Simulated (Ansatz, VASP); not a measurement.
In in VASP and in Ansatz

Contents of INCAR:

```
SYSTEM = In
ALGO = Normal
EDIFF = 1E-6
ENCUT = 520
GGA = CA
ISIF = 2
ISMEAR = -1
LASPH = .TRUE.
LCHARG = .FALSE.
LREAL = .FALSE.
LWAVE = .FALSE.
NBANDS = 12
NELM = 100
PREC = Accurate
SIGMA = 0.05
```

File KPOINTS:

```
k-points
0
G
  14 14 14
  0 0 0
```

POSCAR

```
In
1.0
    2.2422221037      0.0000000000      0.0000000000
    0.0000000000      2.2422221037      0.0000000000
    0.0000000000      0.0000000000      2.2422221037
In
1
Direct
    0.0000000000      0.0000000000      0.0000000000
```

Input for Ansatz:

```yaml
crystal:
  lattice:
    - [2.2422221037, 0.0, 0.0]
    - [0.0, 2.2422221037, 0.0]
    - [0.0, 0.0, 2.2422221037]
  atoms:
    - { symbol: In, position: [0.0, 0.0, 0.0] }
kpoints:
  mp_grid: { grid: [14, 14, 14] }
  band_path:
    path:
      - [0.0, 0.0, 0.0]
      - [0.0, 0.5, 0.0]
      - [0.5, 0.5, 0.0]
      - [0.0, 0.0, 0.0]
      - [0.5, 0.5, 0.5]
      - [0.0, 0.5, 0.0]
      - [0.5, 0.5, 0.5]
      - [0.5, 0.5, 0.0]
    npoints: 8
scf:
  occupations: { method: fermi_dirac, width: 0.05 }
hamiltonian:
  xc: lda
  pseudopotentials: { kind: all_electron, lapw: { basis_error: 0.001 } }
output:
  forces: true
  stress: true
  eigenvalues: true
  populations: true
  dos: { projected: true, de: 0.2, e_range: [-14, 8] }
```

Change from the starting cell: volume scaled by 0.43, LAPW.

Alike in both runs: task single point; functional LDA; k mesh 14 × 14 × 14; occupations fermi-dirac, width 0.05 eV; no spin polarisation.

|  | VASP | Ansatz |
| --- | --- | --- |
| version | VASP 6.6.1 | Ansatz 0.2.0 |
| potentials or method | VASP PAW LDA potentials, release 64 (In_d), cutoff 520 eV | all-electron LAPW, scalar-relativistic |

|  | VASP | Ansatz | Ansatz less VASP |
| --- | --- | --- | --- |
| pressure (GPa) | 342.4 | 338.0 | -4.31 |

LDA's correlation is that of Perdew and Zunger in VASP and of Perdew and Wang (1992) in Ansatz. Both programs put the cell under a high pressure, so it lies far from rest at this level. Ansatz ran all-electron here, and VASP with PAW potentials.

Noted on VASP's run: the cell as given lies far from equilibrium.
